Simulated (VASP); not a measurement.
Write the native input for VASP 6.6.1 that does the following.

```
Task                               : single point
Functional                         : HSE06
Potentials or basis                : VASP PAW PBE potentials, release 64 (Zn, S)
Cutoff                             : 520 eV
k mesh                             : 4 × 4 × 4
Occupations                        : fermi-dirac, width 0.05 eV
Spin                               : no spin polarisation
Dipole correction                  : no
Grid for exact exchange (PRECFOCK) : Normal
Further INCAR settings             : ALGO = Normal; EDIFF = 1e-07; NBANDS = 16
Share of exact exchange            : 0.25
Screening parameter                : 0.2079 1/Å
```

The system is ZnS (zinc blende type).

```
Zn S
1.0
     0.00000    2.76086    2.76086
     2.76086    0.00000    2.76086
     2.76086    2.76086    0.00000
Zn S
1 1
Cartesian
  0.0000 0.0000 0.0000
  1.3804 1.3804 1.3804
```

These files were run (other wordings do the same):

POSCAR

```
ZnS
1.0
    0.0000000000      2.7608593754      2.7608593754
    2.7608593754      0.0000000000      2.7608593754
    2.7608593754      2.7608593754      0.0000000000
Zn S
1 1
Direct
    0.0000000000      0.0000000000      0.0000000000
    0.2500000000      0.2500000000      0.2500000000
```

INCAR.step1

```
PREC = Accurate ; ENCUT = 520
EDIFF = 1E-5 ; ISMEAR = -1
SIGMA = 0.05 ; LREAL = F
LASPH = T ; NELM = 80
ALGO = Normal ; ISIF = 2
LWAVE = T ; LCHARG = F
GGA = PE ; NBANDS = 16
```

INCAR.step2

```
PREC = Accurate ; ENCUT = 520
EDIFF = 1E-7 ; ISMEAR = -1
SIGMA = 0.05 ; LREAL = F
LASPH = T ; NELM = 80
ALGO = Normal ; ISIF = 2
LWAVE = F ; LCHARG = F
GGA = PE ; LHFCALC = T
HFSCREEN = 0.2079 ; PRECFOCK = Normal
ISTART = 1 ; NBANDS = 16
```

KPOINTS

```
regular mesh
0
Gamma
  4 4 4
```

Potentials or basis: VASP PAW PBE potentials, release 64 (Zn, S).

Run with:

```sh
$ cat potpaw_PBE.64/Zn/POTCAR potpaw_PBE.64/S/POTCAR > POTCAR
$ cp INCAR.step1 INCAR
$ mpirun -np 1 vasp_std > vasp.out
$ cp INCAR.step2 INCAR
$ mpirun -np 1 vasp_std > vasp.out
```

Results of the run:

The pressure is -3.3 GPa and the band gap on the k mesh is 3.03 eV.

Caveat: the k points lie up to 0.49 Å⁻¹ apart; the PAW data sets were made with another functional, which shifts forces and pressure a little.

Wall time 7 min on 1 thread of Intel(R) Xeon(R) Platinum 8259CL CPU @ 2.50GHz (Skylake/Cascade Lake) (shared host), peak memory 0.27 GiB.
